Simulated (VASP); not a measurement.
# Sb (Fm-3m) in VASP: single point with r2SCAN

Aim: the single point of Sb with r2SCAN.

Program: VASP 6.6.1. These are calculated values, not measurements. Logs are shortened: lines on timing, memory, paths and dates and some standing lists are left out, and cuts for length are marked.

## 1. The cell of the first run

The structure is cubic, space group Fm-3m (No. 225). Conventional cell: a = 4.742 Å, b = 4.742 Å, c = 4.742 Å, α = 90.00°, β = 90.00°, γ = 90.00°. Sb (site symmetry m-3m) has 12 Sb at 3.35 Å within 4.4 Å.

## 2. Single point, r2SCAN

File POSCAR:

```
Sb
1.0
    0.0000000000      2.3712425216      2.3712425216
    2.3712425216      0.0000000000      2.3712425216
    2.3712425216      2.3712425216      0.0000000000
Sb
1
Direct
    0.0000000000      0.0000000000      0.0000000000
```

File INCAR.step1:

```
SYSTEM = Sb
ALGO = Normal ; EDIFF = 1E-5
ENCUT = 550 ; GGA = PE
GGA_COMPAT = .FALSE. ; ISMEAR = 0
LASPH = .TRUE. ; LCHARG = .FALSE.
LREAL = .FALSE. ; LWAVE = .TRUE.
NBANDS = 8 ; NELM = 120
PREC = Accurate ; SIGMA = 0.1
```

File INCAR.step2:

```
SYSTEM = Sb
ALGO = Normal ; EDIFF = 1E-6
ENCUT = 550 ; GGA_COMPAT = .FALSE.
ISIF = 2 ; ISMEAR = 0
ISTART = 1 ; LASPH = .TRUE.
LCHARG = .TRUE. ; LELF = .TRUE.
LMIXTAU = .TRUE. ; LREAL = .FALSE.
LVHAR = .TRUE. ; LWAVE = .FALSE.
METAGGA = R2SCAN ; NBANDS = 8
NELM = 120 ; PREC = Accurate
SIGMA = 0.1
```

File KPOINTS:

```
k-points
0
G
  6 6 6
  0 0 0
```

Potentials or basis: VASP PAW PBE potentials, release 64 (Sb).

Started as:

```console
cat potpaw_PBE.64/Sb/POTCAR > POTCAR
cp INCAR.step1 INCAR
mpirun -np 1 vasp_std > vasp.out
cp INCAR.step2 INCAR
mpirun -np 1 vasp_std > vasp.out
```

OUTCAR:

```text
SYSTEM = Sb
   EDIFF = 1E-6
   ENCUT = 550
   ISIF = 2
   ISMEAR = 0
   ISTART = 1
   LASPH = .TRUE.
   LREAL = .FALSE.
   METAGGA = R2SCAN
   NELM = 120
   PREC = Accurate

 ion  position               nearest neighbor table
   1  0.000  0.000  0.000-

  LATTYP: Found a face centered cubic cell.
 ALAT       =     4.7424850432

  Lattice vectors:

 A1 = (   0.0000000000,   2.3712425216,   2.3712425216)
 A2 = (   2.3712425216,   0.0000000000,   2.3712425216)
 A3 = (   2.3712425216,   2.3712425216,   0.0000000000)

Analysis of symmetry for initial positions (statically):
=====================================================================
 Subroutine PRICEL returns:
 Original cell was already a primitive cell.

 Routine SETGRP: Setting up the symmetry group for a
 face centered cubic supercell.

 Subroutine GETGRP returns: Found 48 space group operations
 (whereof 48 operations were pure point group operations)
 out of a pool of 48 trial point group operations.

The static configuration has the point symmetry O_h .

Analysis of symmetry for dynamics (positions and initial velocities):
=====================================================================
 Subroutine PRICEL returns:
 Original cell was already a primitive cell.

 Routine SETGRP: Setting up the symmetry group for a
 face centered cubic supercell.

 Subroutine GETGRP returns: Found 48 space group operations
 (whereof 48 operations were pure point group operations)
 out of a pool of 48 trial point group operations.

The dynamic configuration has the point symmetry O_h .

 Subroutine INISYM returns: Found 48 space group operations
 (whereof 48 operations are pure point group operations),
 and found     1 'primitive' translations

----------------------------------------------------------------------------------------

                                     Primitive cell

  volume of cell :      26.6660

  direct lattice vectors                    reciprocal lattice vectors
     0.000000000  2.371242522  2.371242522    -0.210859916  0.210859916  0.210859916
     2.371242522  0.000000000  2.371242522     0.210859916 -0.210859916  0.210859916
     2.371242522  2.371242522  0.000000000     0.210859916  0.210859916 -0.210859916

  length of vectors
     3.353443334  3.353443334  3.353443334     0.365220089  0.365220089  0.365220089

  position of ions in fractional coordinates (direct lattice)
     0.000000000  0.000000000  0.000000000

[... 67 lines left out ...]
   LREAL  =      F    real-space projection
   EDIFFG = 0.1E-04   stopping-criterion for IOM
   NSW    =      0    number of steps for IOM
   IBRION =     -1    ionic relax: 0-MD 1-quasi-New 2-CG
   NFREE  =      0    steps in history (QN), initial steepest desc. (CG)
   ISIF   =      2    stress and relaxation
   ISYM   =      2    0-nonsym 1-usesym 2-fastsym
   POTIM  = 0.5000    time-step for ionic-motion
   TEBEG  =    0.0;   TEEND  =   0.0 temperature during run
   PSTRESS=    0.0 pullay stress
   NELECT =       5.0000    total number of electrons
   NUPDOWN=      -1.0000    fix difference up-down
   EMIN   =  10.00;   EMAX   =-10.00  energy-range for DOS
   EFERMI =   0.00;   METHOD = LEGACY
   ISMEAR =     0;   SIGMA  =   0.10  broadening in eV -4-tet -1-fermi 0-gaus
   EFERMI_NEDOS =   21; number of points for ismear=-14 and -15
   IALGO  =     38    algorithm
   IMIX   =      4    mixing-type and parameters
     AMIX     =   0.40;   BMIX     =  1.00
     AMIX_MAG =   1.60;   BMIX_MAG =  1.00
  volume/ion in A,a.u.               =      26.67       179.95
  Fermi-wavevector in a.u.,A,eV,Ry     =   0.937013  1.770697 11.945820  0.877993
  Thomas-Fermi vector in A             =   2.064081
   LORBIT       =      0    0 simple, 1 ext, 2 COOP (PROOUT), +10 PAW based schemes
   METAGGA = R2SCAN    functional components
   LHFCALC =     F    Hartree Fock is set to
   AEXX    =    0.0000 exact exchange contribution
   IVDW    =     0    specifies the selected vdW correction
   LEPSILON=     F    determine dielectric tensor
   LRPA    =     F    only Hartree local field effects (RPA)
 non-spin polarized calculation
 Gauss-broadening in eV      SIGMA  =   0.10
  energy-cutoff  :      550.00
  volume of cell :       26.67
 maximum number of plane-waves:       797
 NGX is ok and might be reduce to    28
   NGX = 13   NGY = 13   NGZ = 13

 number of electron       5.0000000 magnetization

 Free energy of the ion-electron system (eV)
  ---------------------------------------------------
  ext. energy  EPLUGINS =         0.00000000
  ---------------------------------------------------
  free energy    TOTEN  =       -25.26223813 eV

  energy without entropy =      -25.25185740  energy(sigma->0) =      -25.25704776

 E-fermi :   8.8306     XC(G=0): -10.8834

 val. band max:        8.5971078657   @ k =  -0.1667   0.1667   0.0000
 cond. band min:       8.8382235884   @ k =  -0.3333   0.3333   0.1667
 fundamental gap:      0.2411157226
 Fermi energy:         8.8306192682

 k-point     1 :       0.0000    0.0000    0.0000
  band No.  band energies     occupation
      1      -5.0700      2.00000
      2      14.3025      0.00000
      3      14.3025      0.00000
      4      14.3025      0.00000
      5      19.0481      0.00000
      6      19.0481      0.00000
      7      19.0481      0.00000
      8      19.6128      0.00000
[... 155 lines left out ...]
 k-point    16 :      -0.3333    0.5000    0.1667
  band No.  band energies     occupation
      1       1.0127      2.00000
      2       4.1267      2.00000
      3       6.5332      2.00000
      4       7.3965      2.00000
      5      16.6877      0.00000
      6      17.0831      0.00000
      7      22.9735      0.00000
      8      23.3003      0.00000

------------------------ aborting loop because EDIFF is reached ----------------------------------------

  FORCE on cell =-STRESS in cart. coord.  units (eV):
  Direction    XX          YY          ZZ          XY          YZ          ZX
  --------------------------------------------------------------------------------------
  -------------------------------------------------------------------------------------
  Total        0.2066490      0.2066490      0.2066490     -0.0000000     -0.0000000      0.0000000
  in kB       12.4161227     12.4161227     12.4161227     -0.0000000     -0.0000000      0.0000000
  external PRESSURE =      12.4161227 kB  Pullay stress =       0.0000000 kB

 VOLUME and BASIS-vectors are now :
 -----------------------------------------------------------------------------
  energy-cutoff  :      550.00
  volume of cell :       26.67
      direct lattice vectors                 reciprocal lattice vectors
     0.000000000  2.371242522  2.371242522    -0.210859916  0.210859916  0.210859916
     2.371242522  0.000000000  2.371242522     0.210859916 -0.210859916  0.210859916
     2.371242522  2.371242522  0.000000000     0.210859916  0.210859916 -0.210859916

 POSITION                                       TOTAL-FORCE (eV/Angst)
 -----------------------------------------------------------------------------------
      0.00000      0.00000      0.00000        -0.000000     -0.000000     -0.000000
 -----------------------------------------------------------------------------------
    total drift:                                0.000000      0.000000      0.000000

  FREE ENERGIE OF THE ION-ELECTRON SYSTEM (eV)
  ---------------------------------------------------
  free  energy   TOTEN  =       -25.2622381275 eV

  energy  without entropy=      -25.2518573966  energy(sigma->0) =      -25.25704776
```

It took 22 s on 1 thread of Intel Xeon 6975P-C, shared host; peak memory 0.16 GiB.

Results:

```
Free energy : -25.2622 eV
Pressure    : 1.2 GPa
```

Levels at points of the mesh, in eV from the Fermi level:
| k point | band 1 | band 2 | band 3 | band 4 | band 5 |
| --- | --- | --- | --- | --- | --- |
| (0.00, 0.00, 0.00) | -13.90 | 5.47 | 5.47 | 5.47 | 10.22 |
| (0.50, 0.00, 0.00) | -9.82 | -6.46 | 3.63 | 3.63 | 8.60 |
| (0.50, 0.50, 0.00) | -8.01 | -5.56 | 0.12 | 0.12 | 4.41 |

Caveat: the k points lie up to 0.38 Å⁻¹ apart; the PAW data sets were made with another functional, which shifts forces and pressure a little; spin-orbit coupling is left out, which moves the levels of the heavy elements.
